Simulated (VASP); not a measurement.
Write the native input for VASP 6.6.1 that does the following.

| Quantity | Value |
| --- | --- |
| Task | single point |
| Functional | B3LYP |
| Potentials or basis | VASP PAW PBE potentials, release 64 (As) |
| Cutoff | 400 eV |
| k mesh | 5 × 5 × 6 |
| Occupations | fermi-dirac, width 0.05 eV |
| Spin | no spin polarisation |
| Dipole correction | no |
| Grid for exact exchange (PRECFOCK) | Normal |
| Further INCAR settings | ALGO = Normal; EDIFF = 1e-06; NBANDS = 8 |
| Share of exact exchange | 0.2 |

Crystal: As.

```
As
1.0
     2.97948   -0.10062    0.32377
    -0.10062    2.58301    0.26188
     0.32377    0.26188    2.54855
As
1
Cartesian
  1.6013 1.3721 1.5671
```

The input as run:

POSCAR

```
As
1.0
    2.9794804000     -0.1006165900      0.3237709600
   -0.1006165900      2.5830128800      0.2618843200
    0.3237709600      0.2618843200      2.5485519600
As
1
Direct
    0.5000000000      0.5000000000      0.5000000000
```

INCAR.step1

```
ALGO = Normal ; EDIFF = 1E-5
ENCUT = 400 ; GGA = PE
GGA_COMPAT = False ; ISIF = 2
ISMEAR = -1 ; LASPH = True
LREAL = False ; LWAVE = True
NBANDS = 8 ; NELM = 120
PREC = Accurate ; SIGMA = 0.05
```

INCAR.step2

```
AEXX = 0.2 ; AGGAC = 0.81
AGGAX = 0.72 ; ALDAC = 0.19
ALGO = Normal ; EDIFF = 1E-6
ENCUT = 400 ; GGA = B3
GGA_COMPAT = False ; ISIF = 2
ISMEAR = -1 ; ISTART = 1
LASPH = True ; LCHARG = True
LELF = True ; LHFCALC = True
LREAL = False ; LVHAR = True
LWAVE = False ; NBANDS = 8
NELM = 120 ; PREC = Accurate
PRECFOCK = Normal ; SIGMA = 0.05
```

KPOINTS

```
k-points
0
Gamma
  5 5 6
```

Potentials or basis: VASP PAW PBE potentials, release 64 (As).

Command:

```console
$ cat potpaw_PBE.64/As/POTCAR > POTCAR
$ cp INCAR.step1 INCAR
$ mpirun -np 1 vasp_std > vasp.out
$ cp INCAR.step2 INCAR
$ mpirun -np 1 vasp_std > vasp.out
```

It gave:

* Pressure: 10.2 GPa
* Band gap on the k mesh: zero (an odd number of electrons rules out a gap without spin polarisation)

Caveat: the k points lie up to 0.50 Å⁻¹ apart, too coarse for converged energies and pressures of a metal; the PAW data sets were made with another functional, which shifts forces and pressure a little; an odd number of electrons without spin polarisation forces a metal; a magnetic or distorted state may lie lower.

Wall time 12 min on 1 thread of AMD EPYC 7R13 (shared host), peak memory 0.1 GiB.
